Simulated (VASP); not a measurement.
**ClO: single point with r2SCAN+D3(BJ)**

ClO:

```
CELL_PARAMETERS angstrom
3.19635 0.00116 0.00288
0.00116 3.17965 -0.00470
0.00288 -0.00470 3.17972
ATOMIC_POSITIONS crystal
Cl 0.99202 0.98448 0.99751
O 0.49827 0.51385 0.49123
```

| Property | Result |
| --- | --- |
| Program | VASP 6.6.1 |
| Task | single point |
| Functional | r2SCAN |
| Dispersion | D3(BJ) |
| Potentials or basis | VASP PAW PBE potentials, release 64 (Cl, O) |
| Cutoff | 520 eV |
| k mesh | 6 × 6 × 6 |
| Occupations | gaussian, width 0.05 eV |
| Spin | no spin polarisation |
| Dipole correction | no |
| Further INCAR settings | ALGO = Normal; EDIFF = 1e-06; NBANDS = 14 |

```
Pressure                   : -12.7 GPa
Largest force              : 0.274 eV/Å
Dispersion energy per atom : -0.072 eV
```

Forces on the atoms (eV/Å):
```
Cl  -0.052 -0.264  0.052
O    0.052  0.264 -0.052
```

Stress tensor (GPa, compression positive):
```
-12.94  -0.06   0.16
 -0.06 -12.48  -0.11
  0.16  -0.11 -12.58
```

Levels at points of the mesh, in eV from the Fermi level:
| k point | band 3 | band 4 | band 5 | band 6 | band 7 | band 8 | band 9 | band 10 |
| --- | --- | --- | --- | --- | --- | --- | --- | --- |
| (0.00, 0.00, 0.00) | -2.26 | -2.21 | -2.18 | 0.80 | 0.83 | 0.85 | 10.57 | 10.64 |
| (0.50, 0.00, 0.00) | -3.01 | -1.45 | -0.80 | -0.77 | -0.60 | -0.54 | 12.26 | 13.66 |
| (0.00, 0.50, 0.00) | -3.04 | -1.42 | -0.96 | -0.93 | -0.47 | -0.44 | 12.27 | 13.74 |
| (0.50, 0.50, 0.00) | -4.50 | -4.48 | -0.61 | -0.29 | 0.54 | 0.55 | 11.06 | 12.75 |
| (0.00, 0.00, 0.50) | -3.04 | -1.46 | -0.82 | -0.77 | -0.63 | -0.53 | 12.27 | 13.70 |
| (0.50, 0.00, 0.50) | -4.52 | -4.50 | -0.60 | -0.29 | 0.55 | 0.56 | 11.10 | 12.75 |
| (0.00, 0.50, 0.50) | -4.48 | -4.48 | -0.62 | -0.32 | 0.51 | 0.53 | 11.01 | 12.73 |
| (0.50, 0.50, 0.50) | -2.81 | -2.77 | -2.70 | -1.80 | -1.69 | -1.68 | 13.38 | 13.44 |

Run time: 41 s on 1 thread of Intel(R) Xeon(R) 6975P-C (Granite Rapids), with other jobs on the host, peak memory 0.17 GiB.

Caveat: three body term missing; the PAW data sets were made with another functional, which shifts forces and pressure a little; an odd number of electrons without spin polarisation forces a metal; a magnetic or distorted state may lie lower; pairwise dispersion overbinds metals, which lowers pressure and volume.
